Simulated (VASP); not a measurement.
# WSe2 (P6_3/mmc) in VASP: a series of runs

WSe2 is run at these levels: PBEsol+D3(BJ); tasks: single point.

Everything below comes from runs of VASP 6.6.1. Logs are shortened: lines on timing, memory, paths and dates and some standing lists are left out, and cuts for length are marked.

## 1. The cell of the first run

It takes space group P6_3/mmc (No. 194, hexagonal). The conventional cell has a = 2.960 Å, b = 2.960 Å, c = 14.787 Å, α = 90.00°, β = 90.00°, γ = 120.00°. W (site symmetry -6m2) has 6 Se at 2.63 Å and 6 W at 2.96 Å within 3.5 Å. Within 3.5 Å of Se (site symmetry 3m) lie 3 W at 2.63 Å and 6 Se at 2.96 Å.

## 2. Single point, PBEsol+D3(BJ)

Input file INCAR:

```
  ALGO = Normal
  EDIFF = 1E-6
  ENCUT = 520
  GGA = PS
  ISIF = 2
  ISMEAR = 0
  IVDW = 12
  LASPH = True
  LCHARG = False
  LREAL = False
  LWAVE = False
  NBANDS = 35
  NELM = 80
  PREC = Accurate
  SIGMA = 0.05
```

Input file KPOINTS:

```
k-points
0
Gamma
  12 12 4
```

Input file POSCAR:

```
WSe2
1.0
    2.9599384713      0.0000000000      0.0000000000
   -1.4799692356      2.5633819098      0.0000000000
    0.0000000000      0.0000000000     14.7873900079
W Se
2 4
Direct
    0.3333333333      0.6666666667      0.2500000000
    0.6666666667      0.3333333333      0.7500000000
    0.3333333333      0.6666666667      0.6145805872
    0.6666666667      0.3333333333      0.1145805872
    0.3333333333      0.6666666667      0.8854194128
    0.6666666667      0.3333333333      0.3854194128
```

Potentials or basis: VASP PAW PBE potentials, release 64 (W_sv, Se).

On the command line:

```sh
cat potpaw_PBE.64/W_sv/POTCAR potpaw_PBE.64/Se/POTCAR > POTCAR
mpirun -np 1 vasp_std > vasp.out
```

OUTCAR:

```text
EDIFF = 1E-6
   ENCUT = 520
   GGA = PS
   ISIF = 2
   ISMEAR = 0
   IVDW = 12
   LASPH = True
   LREAL = False
   NELM = 80
   PREC = Accurate
 IVDW          = 12

 ion  position               nearest neighbor table
   1  0.333  0.667  0.250-   4 2.63   6 2.63   4 2.63   6 2.63   4 2.63   6 2.63
   2  0.667  0.333  0.750-   3 2.63   5 2.63   3 2.63   5 2.63   3 2.63   5 2.63
   3  0.333  0.667  0.615-   2 2.63   2 2.63   2 2.63
   4  0.667  0.333  0.115-   1 2.63   1 2.63   1 2.63
   5  0.333  0.667  0.885-   2 2.63   2 2.63   2 2.63
   6  0.667  0.333  0.385-   1 2.63   1 2.63   1 2.63

  LATTYP: Found a hexagonal cell.
 ALAT       =     2.9599384713
 C/A-ratio  =     4.9958437148

  Lattice vectors:

 A1 = (   2.9599384713,   0.0000000000,   0.0000000000)
 A2 = (  -1.4799692356,   2.5633819098,   0.0000000000)
 A3 = (   0.0000000000,   0.0000000000,  14.7873900079)

Analysis of symmetry for initial positions (statically):
=====================================================================
 Subroutine PRICEL returns:
 Original cell was already a primitive cell.

 Routine SETGRP: Setting up the symmetry group for a
 hexagonal supercell.

 Subroutine GETGRP returns: Found 24 space group operations
 (whereof 12 operations were pure point group operations)
 out of a pool of 24 trial point group operations.

The static configuration has the point symmetry D_3d.
 The point group associated with its full space group is D_6h.

Analysis of symmetry for dynamics (positions and initial velocities):
=====================================================================
 Subroutine PRICEL returns:
 Original cell was already a primitive cell.

 Routine SETGRP: Setting up the symmetry group for a
 hexagonal supercell.

 Subroutine GETGRP returns: Found 24 space group operations
 (whereof 12 operations were pure point group operations)
 out of a pool of 24 trial point group operations.

The dynamic configuration has the point symmetry D_3d.
 The point group associated with its full space group is D_6h.

 Subroutine INISYM returns: Found 24 space group operations
 (whereof 12 operations are pure point group operations),
 and found     1 'primitive' translations

----------------------------------------------------------------------------------------

                                     Primitive cell

  volume of cell :     112.1986

  direct lattice vectors                    reciprocal lattice vectors
     2.959938471  0.000000000  0.000000000     0.337844861  0.195054821  0.000000000
    -1.479969236  2.563381910  0.000000000     0.000000000  0.390109642  0.000000000
     0.000000000  0.000000000 14.787390008     0.000000000  0.000000000  0.067625186

  length of vectors
     2.959938471  2.959938471 14.787390008     0.390109642  0.390109642  0.067625186

  position of ions in fractional coordinates (direct lattice)
     0.333333333  0.666666667  0.250000000
     0.666666667  0.333333333  0.750000000
     0.333333333  0.666666667  0.614580587
     0.666666667  0.333333333  0.114580587
     0.333333333  0.666666667  0.885419413
     0.666666667  0.333333333  0.385419413

  ion indices of the primitive-cell ions
   primitive index   ion index
                 1           1
                 2           2
                 3           3
                 4           4
                 5           5
                 6           6

----------------------------------------------------------------------------------------

 KPOINTS: k-points

Automatic generation of k-mesh.
 Grid dimensions read from file:
 generate k-points for:   12   12    4

 Generating k-lattice:

  Cartesian coordinates                     Fractional coordinates (reciprocal lattice)
     0.028153738  0.016254568  0.000000000     0.083333333  0.000000000  0.000000000
     0.000000000  0.032509137  0.000000000     0.000000000  0.083333333  0.000000000
     0.000000000  0.000000000  0.016906297     0.000000000  0.000000000  0.250000000

  Length of vectors
     0.032509137  0.032509137  0.016906297

  Shift w.r.t. Gamma in fractional coordinates (k-lattice)
     0.000000000  0.000000000  0.000000000

 Subroutine IBZKPT returns following result:
 ===========================================

 Found     57 irreducible k-points:

 Following reciprocal coordinates:
            Coordinates               Weight
  0.000000  0.000000  0.000000      1.000000
  0.083333  0.000000  0.000000      6.000000
  0.166667  0.000000  0.000000      6.000000
  0.250000  0.000000  0.000000      6.000000
  0.333333  0.000000  0.000000      6.000000
  0.416667  0.000000  0.000000      6.000000
[... 16 lines left out ...]
  0.250000  0.000000  0.250000     12.000000
  0.333333  0.000000  0.250000     12.000000
 [... further k-points ...]
   k-points           NKPTS =     57   k-points in BZ     NKDIM =     57   number of bands    NBANDS=     35
   number of dos      NEDOS =    301   number of ions     NIONS =      6
   total plane-waves  NPLWV =  64512
   dimension x,y,z NGX =    24 NGY =   24 NGZ =  112
   dimension x,y,z NGXF=    48 NGYF=   48 NGZF=  224
   ions per type =               2   4
   NGX,Y,Z   is equivalent  to a cutoff of  13.48, 13.48, 12.59 a.u.
   NGXF,Y,Z  is equivalent  to a cutoff of  26.96, 26.96, 25.18 a.u.
 SYSTEM =  unknown system
   PREC   = accura    normal or accurate (medium, high low for compatibility)
   ISTART =      0    job   : 0-new  1-cont  2-samecut
   ICHARG =      2    charge: 1-file 2-atom 10-const
   ISPIN  =      1    spin polarized calculation?
   LNONCOLLINEAR =      F non collinear calculations
   LSORBIT =      F    spin-orbit coupling
   LASPH  =      T    aspherical Exc in radial PAW
   ENCUT  =  520.0 eV  38.22 Ry    6.18 a.u.   5.50  5.50 27.49*2*pi/ulx,y,z
   NELM   =     80;   NELMIN=  2; NELMDL= -5     # of ELM steps
   EDIFF  = 0.1E-05   stopping-criterion for ELM
   LREAL  =      F    real-space projection
   EDIFFG = 0.1E-04   stopping-criterion for IOM
   NSW    =      0    number of steps for IOM
   IBRION =     -1    ionic relax: 0-MD 1-quasi-New 2-CG
   NFREE  =      0    steps in history (QN), initial steepest desc. (CG)
   ISIF   =      2    stress and relaxation
   ISYM   =      2    0-nonsym 1-usesym 2-fastsym
   POTIM  = 0.5000    time-step for ionic-motion
   TEBEG  =    0.0;   TEEND  =   0.0 temperature during run
   PSTRESS=    0.0 pullay stress
   NELECT =      52.0000    total number of electrons
   NUPDOWN=      -1.0000    fix difference up-down
   EMIN   =  10.00;   EMAX   =-10.00  energy-range for DOS
   EFERMI =   0.00;   METHOD = LEGACY
   ISMEAR =     0;   SIGMA  =   0.05  broadening in eV -4-tet -1-fermi 0-gaus
   EFERMI_NEDOS =   21; number of points for ismear=-14 and -15
   IALGO  =     38    algorithm
   IMIX   =      4    mixing-type and parameters
     AMIX     =   0.40;   BMIX     =  1.00
     AMIX_MAG =   1.60;   BMIX_MAG =  1.00
  volume/ion in A,a.u.               =      18.70       126.19
  Fermi-wavevector in a.u.,A,eV,Ry     =   1.266913  2.394118 21.838281  1.605068
  Thomas-Fermi vector in A             =   2.400089
   LORBIT       =      0    0 simple, 1 ext, 2 COOP (PROOUT), +10 PAW based schemes
   GGA     = PS    functional components
   LHFCALC =     F    Hartree Fock is set to
   AEXX    =    0.0000 exact exchange contribution
   IVDW    =    12    specifies the selected vdW correction
   LEPSILON=     F    determine dielectric tensor
   LRPA    =     F    only Hartree local field effects (RPA)
 non-spin polarized calculation
 Gauss-broadening in eV      SIGMA  =   0.05
  energy-cutoff  :      520.00
  volume of cell :      112.20
 maximum number of plane-waves:      3090
 NGX is ok and might be reduce to    24

 number of electron      52.0000000 magnetization

 Free energy of the ion-electron system (eV)
  ---------------------------------------------------
  ext. energy  EPLUGINS =         0.00000000
  ---------------------------------------------------
  free energy    TOTEN  =       -43.45286190 eV

  energy without entropy =      -43.44728059  energy(sigma->0) =      -43.45007125

 E-fermi :   7.4135     XC(G=0): -11.3716

 val. band max:        7.4104662811   @ k =   0.3333   0.0000   0.2500
 cond. band min:       7.4185085198   @ k =   0.1667   0.1667   0.2500
 fundamental gap:      0.0080422387
 Fermi energy:         7.4134535005

 k-point     1 :       0.0000    0.0000    0.0000
  band No.  band energies     occupation
      1     -66.9148      2.00000
      2     -66.9148      2.00000
      3     -31.3738      2.00000
      4     -31.3738      2.00000
      5     -30.7327      2.00000
      6     -30.7327      2.00000
[... 27 lines left out ...]
     34      10.9373      0.00000
     35      11.5024      0.00000

 k-point     2 :       0.0833    0.0000    0.0000
  band No.  band energies     occupation
      1     -66.9119      2.00000
      2     -66.9119      2.00000
      3     -31.3666      2.00000
      4     -31.3666      2.00000
      5     -30.7768      2.00000
      6     -30.7768      2.00000
[... 27 lines left out ...]
     34      11.0299      0.00000
     35      11.8420      0.00000

 k-point     3 :       0.1667    0.0000    0.0000
  band No.  band energies     occupation
      1     -66.9039      2.00000
      2     -66.9039      2.00000
      3     -31.3467      2.00000
      4     -31.3467      2.00000
      5     -30.8959      2.00000
      6     -30.8959      2.00000
[... 27 lines left out ...]
     34      11.1509      0.00000
     35      12.0428      0.00000
[... 723 lines left out ...]
 k-point    23 :       0.2500    0.0000    0.2500
  band No.  band energies     occupation
      1     -66.8930      2.00000
      2     -66.8930      2.00000
      3     -31.3194      2.00000
      4     -31.3194      2.00000
      5     -31.0553      2.00000
      6     -31.0553      2.00000
[... 27 lines left out ...]
     34      11.1281      0.00000
     35      12.2091      0.00000

 k-point    24 :       0.3333    0.0000    0.2500
  band No.  band energies     occupation
      1     -66.8820      2.00000
      2     -66.8820      2.00000
      3     -31.2921      2.00000
      4     -31.2921      2.00000
      5     -31.2112      2.00000
      6     -31.2112      2.00000
[... 27 lines left out ...]
     34      11.0364      0.00000
     35      12.0519      0.00000

 [... further k-points ...]

------------------------ aborting loop because EDIFF is reached ----------------------------------------

 Edisp (eV)   -2.84684

 E8    (eV) :    -1.9127

  FORCE on cell =-STRESS in cart. coord.  units (eV):
  Direction    XX          YY          ZZ          XY          YZ          ZX
  --------------------------------------------------------------------------------------
  -------------------------------------------------------------------------------------
  Total       9.21735     9.21735   -20.82155     0.00000     0.00000     0.00000
  in kB     131.62224   131.62224  -297.32817     0.00000     0.00000     0.00000
  external pressure =      -11.36 kB  Pullay stress =        0.00 kB

 VOLUME and BASIS-vectors are now :
 -----------------------------------------------------------------------------
  energy-cutoff  :      520.00
  volume of cell :      112.20
      direct lattice vectors                 reciprocal lattice vectors
     2.959938471  0.000000000  0.000000000     0.337844861  0.195054821  0.000000000
    -1.479969236  2.563381910  0.000000000     0.000000000  0.390109642  0.000000000
     0.000000000  0.000000000 14.787390008     0.000000000  0.000000000  0.067625186

 POSITION                                       TOTAL-FORCE (eV/Angst)
 -----------------------------------------------------------------------------------
     -0.00000      1.70892      3.69685        -0.000000     -0.000000     -0.000000
      1.47997      0.85446     11.09054         0.000000      0.000000     -0.000000
     -0.00000      1.70892      9.08804        -0.000000     -0.000000      2.130117
      1.47997      0.85446      1.69435        -0.000000      0.000000      2.130117
     -0.00000      1.70892     13.09304        -0.000000     -0.000000     -2.130117
      1.47997      0.85446      5.69935        -0.000000     -0.000000     -2.130117
 -----------------------------------------------------------------------------------
    total drift:                               -0.000000      0.000000     -0.000000

  FREE ENERGIE OF THE ION-ELECTRON SYSTEM (eV)
  ---------------------------------------------------
  free  energy   TOTEN  =       -46.2996980018 eV

  energy  without entropy=      -46.2941166895  energy(sigma->0) =      -46.29690735
```

Wall time 2.8 min (1 thread of Intel Xeon Platinum 8488C (Sapphire Rapids), shared host); peak memory 0.36 GiB.

What came out:

* Free energy: -46.2997 eV
* Pressure: -1.1 GPa
* Largest force: 2.130 eV/Å
* Band gap on the k mesh: zero (bands 26 and 27 overlap by 0.75 eV)
* Dispersion energy per atom: -0.474 eV

Forces in eV/Å, atoms in the order of the input:
```
W    0.000  0.000  0.000
W    0.000  0.000  0.000
Se   0.000  0.000  2.130
Se   0.000  0.000  2.130
Se   0.000  0.000 -2.130
Se   0.000  0.000 -2.130
```

Caveat: the PAW data sets were made with another functional, which shifts forces and pressure a little; spin-orbit coupling is left out, which moves the levels of the heavy elements.

## 3. Single point, PBEsol+D3(BJ)

This run uses another cell than the first one, of the same volume but with other edges.

Input file INCAR:

```
SYSTEM = WSe2
ALGO = Normal
EDIFF = 1E-6
ENCUT = 520
GGA = PS
ISIF = 2
ISMEAR = 0
IVDW = 12
LASPH = .True.
LCHARG = .False.
LREAL = .False.
LWAVE = .False.
NBANDS = 35
NELM = 60
PREC = Accurate
SIGMA = 0.05
```

Input file KPOINTS:

```
k-points
0
Gamma
  12 12 4
  0 0 0
```

POSCAR, as its differences from that of step 2:

```diff
@@ -2,5 +2,5 @@
 1.0
-    2.9599384713      0.0000000000      0.0000000000
-   -1.4799692356      2.5633819098      0.0000000000
-    0.0000000000      0.0000000000     14.7873900079
+    3.0399752805      0.0000000000      0.0000000000
+   -1.5199876402      2.6326958198      0.0000000000
+    0.0000000000      0.0000000000     14.0189920595
 W Se
```

Potentials or basis: VASP PAW PBE potentials, release 64 (W_sv, Se).

On the command line:

```sh
cat potpaw_PBE.64/W_sv/POTCAR potpaw_PBE.64/Se/POTCAR > POTCAR
mpirun -np 1 vasp_std > vasp.out
```

It took 2.4 min on 1 thread of Intel Xeon Platinum 8488C (Sapphire Rapids), shared host; peak memory 0.36 GiB.

Results (log left out):

* Free energy: -47.8215 eV
* Pressure: -1.6 GPa
* Largest force: 1.915 eV/Å
* Band gap on the k mesh: 0.10 eV (least direct gap 0.57 eV)
* Dispersion energy per atom: -0.475 eV

Forces on the atoms (eV/Å):
```
W    0.000  0.000  0.000
W    0.000  0.000  0.000
Se   0.000  0.000  1.915
Se   0.000  0.000  1.915
Se   0.000  0.000 -1.915
Se   0.000  0.000 -1.915
```

Stress tensor (GPa, compression positive):
```
 10.25   0.00   0.00
  0.00  10.25   0.00
  0.00   0.00 -25.21
```

Levels at points of the mesh, in eV from the valence-band top:
| k point | band 23 | band 24 | band 25 | band 26 | band 27 | band 28 | band 29 | band 30 |
| --- | --- | --- | --- | --- | --- | --- | --- | --- |
| (0.00, 0.00, 0.00) | -0.07 | -0.07 | -0.04 | -0.04 | 3.25 | 3.25 | 3.40 | 3.40 |
| (0.50, 0.00, 0.00) | -1.71 | -1.61 | -0.26 | -0.01 | 1.73 | 2.38 | 2.43 | 3.53 |
| (0.00, 0.00, 0.50) | -0.05 | -0.05 | -0.05 | -0.05 | 3.31 | 3.31 | 3.31 | 3.31 |
| (0.50, 0.00, 0.50) | -1.65 | -1.65 | -0.14 | -0.14 | 2.02 | 2.02 | 3.00 | 3.00 |

Caveat: the PAW data sets were made with another functional, which shifts forces and pressure a little; spin-orbit coupling is left out, which moves the levels of the heavy elements.

(Continued in part 2 of 2.)
